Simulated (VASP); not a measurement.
Crystal: InP.

```xyz
2
Lattice="0.0000 2.9390 2.9390 2.9390 0.0000 2.9390 2.9390 2.9390 0.0000" Properties=species:S:1:pos:R:3 pbc="T T T"
In    0.0000    0.0000    0.0000
P     1.4695    1.4695    1.4695
```

Base run:

| Property | Result |
| --- | --- |
| Program | VASP 6.6.1 |
| Functional | PBE |
| Potentials or basis | VASP PAW PBE potentials, release 64 (In_d, P) |
| Cutoff | 500 eV |
| k mesh | 7 × 7 × 7 |
| Occupations | fermi-dirac, width 0.05 eV |
| Spin | no spin polarisation |

Its results: band gap on the k mesh 0.66 eV, direct; pressure 2.6 GPa.

**Question.** The run is repeated on the same cell with these changes: functional from PBE to LDA; potentials or basis from VASP PAW PBE potentials, release 64 (In_d, P) to VASP PAW LDA potentials, release 64 (In_d, P). What comes out?

**Answer.** Band gap on the k mesh 0.46 eV, direct; pressure -1.8 GPa.

Caveats: spin-orbit coupling is left out, which moves the levels of the heavy elements.

